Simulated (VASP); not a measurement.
Set up this calculation in VASP 6.6.1, as the native input.

```
Task                   : single point
Functional             : PBE
Potentials or basis    : VASP PAW PBE potentials, release 64 (W_sv)
Cutoff                 : 520 eV
k mesh                 : 12 × 12 × 1
Occupations            : gaussian, width 0.1 eV
Spin                   : no spin polarisation
Dipole correction      : yes
Further INCAR settings : ALGO = Fast; EDIFF = 1e-06; NBANDS = 51
```

The structure of W lies in POSCAR:

```
W
1.0
    2.8545944811      0.0000000000      0.0000000000
    0.0000000000      2.8545944811      0.0000000000
    0.0000000000      0.0000000000     25.0925155756
W
6
Direct
    0.5000000000      0.5000000000      0.2988939063
    0.0000000000      0.0000000000      0.3793363438
    0.5000000000      0.5000000000      0.4597787813
    0.0000000000      0.0000000000      0.5402212187
    0.5000000000      0.5000000000      0.6206636562
    0.0000000000      0.0000000000      0.7011060937
```

These files were run (other wordings do the same):

INCAR

```
PREC = Accurate
ENCUT = 520
EDIFF = 1E-6
ISMEAR = 0
SIGMA = 0.1
LREAL = F
LASPH = T
NELM = 60
ALGO = Fast
ISIF = 2
LWAVE = F
LCHARG = F
LDIPOL = T
IDIPOL = 3
DIPOL = 0.5 0.5 0.500
GGA = PE
NBANDS = 51
```

KPOINTS

```
Automatic mesh
0
Gamma
  12 12 1
```

Potentials or basis: VASP PAW PBE potentials, release 64 (W_sv).

Run with:

```sh
$ cat potpaw_PBE.64/W_sv/POTCAR > POTCAR
$ mpirun -np 1 vasp_std > vasp.out
```

It gave:

The largest force is 0.058 eV/Å and the band gap on the k mesh is zero (bands 42 and 43 overlap by 1.90 eV).

Caveat: spin-orbit coupling is left out, which moves the levels of the heavy elements.

It took 22 min on 1 thread of Intel Xeon 8259CL, on a shared host, peak memory 0.43 GiB.
